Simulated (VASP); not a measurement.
# KAs3I4 (P1) in VASP: single point with r2SCAN

Aim: the single point of KAs3I4 with r2SCAN.

Everything below comes from runs of VASP 6.6.1. Logs are shortened: lines on timing, memory, paths and dates and some standing lists are left out, and cuts for length are marked.

## Step 1: The cell of the first run

The typed cell holds 8 atoms: a = 4.798 Å, b = 4.834 Å, c = 13.769 Å, α = 101.55°, β = 101.24°, γ = 61.83°.

## Step 2: Single point, r2SCAN

POSCAR

```
KAs3I4
1.0
    2.4569052600      4.1211190100     -0.0596239100
   -2.4916823900      4.1411976700     -0.0721189600
    0.0450438700     -2.9577242200     13.4475020800
I As K
4 3 1
Direct
    0.1308990000      0.0862510000      0.2715600000
    0.8870700000      0.9535170000      0.7335680000
    0.3117540000      0.3526120000      0.9390400000
    0.6975290000      0.7386940000      0.1199320000
    0.3304140000      0.1897320000      0.6987980000
    0.8508770000      0.7446100000      0.3317030000
    0.0555130000      0.9675250000      0.0007240000
    0.5349220000      0.4720900000      0.4834890000
```

INCAR.step1

```
ALGO = Normal
EDIFF = 1E-4
ENCUT = 520
GGA = PE
ISMEAR = -5
LASPH = T
LCHARG = F
LREAL = F
LWAVE = T
NELM = 100
PREC = Accurate
SIGMA = 0.0262
```

INCAR.step2

```
ALGO = Normal
EDIFF = 1E-7
ENCUT = 520
ISIF = 2
ISMEAR = 0
ISTART = 1
LASPH = T
LCHARG = F
LMIXTAU = T
LORBIT = 11
LREAL = F
LWAVE = F
METAGGA = R2SCAN
NELM = 100
PREC = Accurate
SIGMA = 0.0262
```

KPOINTS

```
Automatic mesh
0
Gamma
  4 4 2
  0.5 0.5 0.5
```

Potentials or basis: VASP PAW PBE potentials, release 64 (I, As, K_sv).

The run is started by

```console
cat potpaw_PBE.64/I/POTCAR potpaw_PBE.64/As/POTCAR potpaw_PBE.64/K_sv/POTCAR > POTCAR
cp INCAR.step1 INCAR
mpirun -np 1 vasp_std > vasp.out
cp INCAR.step2 INCAR
mpirun -np 1 vasp_std > vasp.out
```

OUTCAR:

```text
EDIFF = 1E-7
   ENCUT = 520
   ISIF = 2
   ISMEAR = 0
   ISTART = 1
   LASPH = T
   LORBIT = 11
   LREAL = F
   METAGGA = R2SCAN
   NELM = 100
   PREC = Accurate

 ion  position               nearest neighbor table
   1  0.131  0.086  0.272-   6 2.82   6 2.88   6 3.06   4 3.33   4 3.42
   2  0.887  0.954  0.734-   5 2.35   5 2.99
   3  0.312  0.353  0.939-   7 2.65   7 2.98   7 3.18   4 3.57
   4  0.698  0.739  0.120-   6 2.86   7 2.99   7 3.24   1 3.33   1 3.42   3 3.57
   5  0.330  0.190  0.699-   2 2.35   2 2.99
   6  0.851  0.745  0.332-   1 2.82   4 2.86   1 2.88   1 3.06   8 3.35
   7  0.056  0.968  0.001-   3 2.65   3 2.98   4 2.99   3 3.18   4 3.24
   8  0.535  0.472  0.483-   6 3.35

  LATTYP: Found a triclinic cell.
 ALAT       =     4.9486441586
 B/A-ratio  =     0.9696165411
 C/A-ratio  =     2.7580723721
 COS(alpha) =     0.0294915684
 COS(beta)  =     0.1771331336
 COS(gamma) =     0.5085159527

  Lattice vectors:

 A1 = (  -4.9485876500,   0.0200786600,  -0.0124950500)
 A2 = (  -2.4569052600,  -4.1211190100,   0.0596239100)
 A3 = (  -2.4466385200,   1.1834734500,  13.3753831200)

Analysis of symmetry for initial positions (statically):
=====================================================================
 Subroutine PRICEL returns:
 Original cell was already a primitive cell.

 Routine SETGRP: Setting up the symmetry group for a
 triclinic supercell.

 Subroutine GETGRP returns: Found  1 space group operations
 (whereof  1 operations were pure point group operations)
 out of a pool of  2 trial point group operations.

The static configuration has the point symmetry C_1 .

Analysis of symmetry for dynamics (positions and initial velocities):
=====================================================================
 Subroutine PRICEL returns:
 Original cell was already a primitive cell.

 Routine SETGRP: Setting up the symmetry group for a
 triclinic supercell.

 Subroutine GETGRP returns: Found  1 space group operations
 (whereof  1 operations were pure point group operations)
 out of a pool of  2 trial point group operations.

The dynamic configuration has the point symmetry C_1 .

 Subroutine INISYM returns: Found  1 space group operations
 (whereof  1 operations are pure point group operations),
 and found     1 'primitive' translations

----------------------------------------------------------------------------------------

                                     Primitive cell

  volume of cell :     273.9422

  direct lattice vectors                    reciprocal lattice vectors
     2.456905260  4.121119010 -0.059623910     0.202507885  0.122301913  0.026221494
    -2.491682390  4.141197670 -0.072118960    -0.201657155  0.120616407  0.027204568
     0.045043870 -2.957724220 13.447502080    -0.000183602  0.001189131  0.074625413

  length of vectors
     4.798287232  4.833549464 13.769004093     0.238022621  0.236546009  0.074635112

  position of ions in fractional coordinates (direct lattice)
     0.130899000  0.086251000  0.271560000
     0.887070000  0.953517000  0.733568000
     0.311754000  0.352612000  0.939040000
     0.697529000  0.738694000  0.119932000
     0.330414000  0.189732000  0.698798000
     0.850877000  0.744610000  0.331703000
     0.055513000  0.967525000  0.000724000
     0.534922000  0.472090000  0.483489000

  ion indices of the primitive-cell ions
   primitive index   ion index
                 1           1
                 2           2
                 3           3
                 4           4
                 5           5
                 6           6
                 7           7
                 8           8

----------------------------------------------------------------------------------------

 KPOINTS: Automatic mesh

Automatic generation of k-mesh.
 Grid dimensions read from file:
 generate k-points for:    4    4    2

 Generating k-lattice:

  Cartesian coordinates                     Fractional coordinates (reciprocal lattice)
     0.050626971  0.030575478  0.006555373     0.250000000  0.000000000 -0.000000000
    -0.050414289  0.030154102  0.006801142    -0.000000000  0.250000000  0.000000000
    -0.000091801  0.000594566  0.037312706     0.000000000  0.000000000  0.500000000

  Length of vectors
     0.059505655  0.059136502  0.037317556

  Shift w.r.t. Gamma in fractional coordinates (k-lattice)
     0.500000000  0.500000000  0.500000000

 Subroutine IBZKPT returns following result:
 ===========================================

 Found     16 irreducible k-points:

 Following reciprocal coordinates:
            Coordinates               Weight
  0.125000  0.125000  0.250000      2.000000
  0.375000  0.125000  0.250000      2.000000
 -0.375000  0.125000  0.250000      2.000000
 -0.125000  0.125000  0.250000      2.000000
  0.125000  0.375000  0.250000      2.000000
  0.375000  0.375000  0.250000      2.000000
[... 8 lines left out ...]
 -0.375000 -0.125000  0.250000      2.000000
 -0.125000 -0.125000  0.250000      2.000000
   k-points           NKPTS =     16   k-points in BZ     NKDIM =     16   number of bands    NBANDS=     31
   number of dos      NEDOS =    301   number of ions     NIONS =      8
   total plane-waves  NPLWV = 139968
   dimension x,y,z NGX =    36 NGY =   36 NGZ =  108
   dimension x,y,z NGXF=    72 NGYF=   72 NGZF=  216
   ions per type =               4   3   1
   NGX,Y,Z   is equivalent  to a cutoff of  12.47, 12.38, 13.04 a.u.
   NGXF,Y,Z  is equivalent  to a cutoff of  24.95, 24.76, 26.08 a.u.
 SYSTEM =  unknown system
   PREC   = accura    normal or accurate (medium, high low for compatibility)
   ISTART =      1    job   : 0-new  1-cont  2-samecut
   ICHARG =      0    charge: 1-file 2-atom 10-const
   ISPIN  =      1    spin polarized calculation?
   LNONCOLLINEAR =      F non collinear calculations
   LSORBIT =      F    spin-orbit coupling
   LASPH  =      T    aspherical Exc in radial PAW
   ENCUT  =  520.0 eV  38.22 Ry    6.18 a.u.   8.92  8.99 25.60*2*pi/ulx,y,z
   NELM   =    100;   NELMIN=  2; NELMDL=  0     # of ELM steps
   EDIFF  = 0.1E-06   stopping-criterion for ELM
   LREAL  =      F    real-space projection
   EDIFFG = 0.1E-05   stopping-criterion for IOM
   NSW    =      0    number of steps for IOM
   IBRION =     -1    ionic relax: 0-MD 1-quasi-New 2-CG
   NFREE  =      0    steps in history (QN), initial steepest desc. (CG)
   ISIF   =      2    stress and relaxation
   ISYM   =      2    0-nonsym 1-usesym 2-fastsym
   POTIM  = 0.5000    time-step for ionic-motion
   TEBEG  =    0.0;   TEEND  =   0.0 temperature during run
   PSTRESS=    0.0 pullay stress
   NELECT =      52.0000    total number of electrons
   NUPDOWN=      -1.0000    fix difference up-down
   EMIN   =  10.00;   EMAX   =-10.00  energy-range for DOS
   EFERMI =   0.00;   METHOD = LEGACY
   ISMEAR =     0;   SIGMA  =   0.03  broadening in eV -4-tet -1-fermi 0-gaus
   EFERMI_NEDOS =   21; number of points for ismear=-14 and -15
   IALGO  =     38    algorithm
   IMIX   =      4    mixing-type and parameters
     AMIX     =   0.40;   BMIX     =  1.00
     AMIX_MAG =   1.60;   BMIX_MAG =  1.00
  volume/ion in A,a.u.               =      34.24       231.08
  Fermi-wavevector in a.u.,A,eV,Ry     =   0.940856  1.777959 12.044003  0.885209
  Thomas-Fermi vector in A             =   2.068309
   LORBIT       =     11    0 simple, 1 ext, 2 COOP (PROOUT), +10 PAW based schemes
   METAGGA = R2SCAN    functional components
   LHFCALC =     F    Hartree Fock is set to
   AEXX    =    0.0000 exact exchange contribution
   IVDW    =     0    specifies the selected vdW correction
   LEPSILON=     F    determine dielectric tensor
   LRPA    =     F    only Hartree local field effects (RPA)
 non-spin polarized calculation
 Gauss-broadening in eV      SIGMA  =   0.03
  energy-cutoff  :      520.00
  volume of cell :      273.94
 maximum number of plane-waves:      7418
   NGX = 17   NGY = 17   NGZ = 51

 number of electron      52.0000002 magnetization

 Free energy of the ion-electron system (eV)
  ---------------------------------------------------
  ext. energy  EPLUGINS =         0.00000000
  ---------------------------------------------------
  free energy    TOTEN  =      -144.63883177 eV

  energy without entropy =     -144.63736176  energy(sigma->0) =     -144.63809676

 E-fermi :   3.9715     XC(G=0):  -8.7342

 val. band max:        3.9580091813   @ k =   0.3750  -0.1250   0.2500
 cond. band min:       3.9846475444   @ k =   0.1250  -0.1250   0.2500
 fundamental gap:      0.0266383631
 Fermi energy:         3.9715092632

 k-point     1 :       0.1250    0.1250    0.2500
  band No.  band energies     occupation
      1     -28.6993      2.00000
      2     -11.9654      2.00000
      3     -11.5903      2.00000
      4     -11.4103      2.00000
      5     -11.3984      2.00000
      6     -11.3616      2.00000
[... 23 lines left out ...]
     30       4.4754      0.00000
     31       5.1649      0.00000

 k-point     2 :       0.3750    0.1250    0.2500
  band No.  band energies     occupation
      1     -28.6983      2.00000
      2     -11.5890      2.00000
      3     -11.4716      2.00000
      4     -11.4105      2.00000
      5     -11.4012      2.00000
      6     -11.0367      2.00000
[... 468 lines left out ...]
 k-point    16 :      -0.1250   -0.1250    0.2500
  band No.  band energies     occupation
      1     -28.6993      2.00000
      2     -11.9617      2.00000
      3     -11.6114      2.00000
      4     -11.4111      2.00000
      5     -11.3984      2.00000
      6     -11.3341      2.00000
[... 23 lines left out ...]
     30       4.4663      0.00000
     31       5.1308      0.00000

------------------------ aborting loop because EDIFF is reached ----------------------------------------

  FORCE on cell =-STRESS in cart. coord.  units (eV):
  Direction    XX          YY          ZZ          XY          YZ          ZX
  --------------------------------------------------------------------------------------
  -------------------------------------------------------------------------------------
  Total        9.3122913      6.1630071      8.2722196      3.5493145      1.5448011      1.4510180
  in kB       54.4638313     36.0449401     48.3808721     20.7585076      9.0349176      8.4864182
  external PRESSURE =      46.2965478 kB  Pullay stress =       0.0000000 kB

 VOLUME and BASIS-vectors are now :
 -----------------------------------------------------------------------------
  energy-cutoff  :      520.00
  volume of cell :      273.94
      direct lattice vectors                 reciprocal lattice vectors
     2.456905260  4.121119010 -0.059623910     0.202507885  0.122301913  0.026221494
    -2.491682390  4.141197670 -0.072118960    -0.201657155  0.120616407  0.027204568
     0.045043870 -2.957724220 13.447502080    -0.000183602  0.001189131  0.074625413

 POSITION                                       TOTAL-FORCE (eV/Angst)
 -----------------------------------------------------------------------------------
      0.11893      0.09343      3.63778        -0.973627     -0.058674      1.602016
     -0.16337      5.43473      9.74300         2.173615      0.891993      0.424640
     -0.07035     -0.03241     12.58372        -0.267626     -0.164205      0.017279
     -0.12143      5.57895      1.51792        -0.573002     -0.249052     -0.772344
      0.37052      0.08054      9.36370        -2.054223     -0.964729     -1.566640
      0.25013      5.60906      4.35614         1.032546      0.257887      0.280139
     -2.27434      4.23335     -0.06335         0.600353      0.235651     -0.197707
      0.15973      2.72947      6.43578         0.061964      0.051130      0.212616
 -----------------------------------------------------------------------------------
    total drift:                               -0.000177     -0.000046      0.000364

  FREE ENERGIE OF THE ION-ELECTRON SYSTEM (eV)
  ---------------------------------------------------
  free  energy   TOTEN  =      -144.6388317667 eV

  energy  without entropy=     -144.6373617605  energy(sigma->0) =     -144.63809676

 total charge

# of ion       s       p       d       tot
------------------------------------------
    1        1.556   2.663   0.057   4.277
    2        1.541   2.721   0.079   4.340
    3        1.550   2.705   0.049   4.303
    4        1.556   2.714   0.043   4.313
    5        1.318   1.402   0.042   2.762
    6        1.326   1.323   0.031   2.680
    7        1.364   1.202   0.038   2.604
    8        1.961   5.667   0.020   7.648
--------------------------------------------------
tot         12.172  20.397   0.358  32.927
```

It took 4.2 min on 1 thread of Intel Xeon 6975P-C (Granite Rapids), shared host; peak memory 0.47 GiB.

Results:

| Property | Result |
| --- | --- |
| Free energy | -144.6388 eV |
| Pressure | 4.6 GPa |
| Largest force | 2.758 eV/Å |
| Band gap on the k mesh | zero (bands 26 and 27 overlap by 1.01 eV) |
| Valence electrons inside the program's atomic spheres | I 4.28, 4.34, 4.30, 4.31; As 2.76, 2.68, 2.60; K 7.65 |

Forces in eV/Å, atoms in the order of the input:
```
I   -0.974 -0.059  1.602
I    2.174  0.892  0.425
I   -0.268 -0.164  0.017
I   -0.573 -0.249 -0.772
As  -2.054 -0.965 -1.567
As   1.033  0.258  0.280
As   0.600  0.236 -0.198
K    0.062  0.051  0.213
```

Stress tensor (GPa, compression positive):
```
5.45 2.08 0.85
2.08 3.60 0.90
0.85 0.90 4.84
```

Levels at points of the mesh, in eV from the Fermi level:
| k point | band 23 | band 24 | band 25 | band 26 | band 27 | band 28 | band 29 | band 30 |
| --- | --- | --- | --- | --- | --- | --- | --- | --- |
| (0.12, 0.12, 0.25) | -2.26 | -1.50 | -1.12 | -0.84 | -0.53 | -0.12 | 0.12 | 0.50 |

Caveat: the k points lie up to 0.37 Å⁻¹ apart, too coarse for converged energies and pressures of a metal; the PAW data sets were made with another functional, which shifts forces and pressure a little; spin-orbit coupling is left out, which moves the levels of the heavy elements.
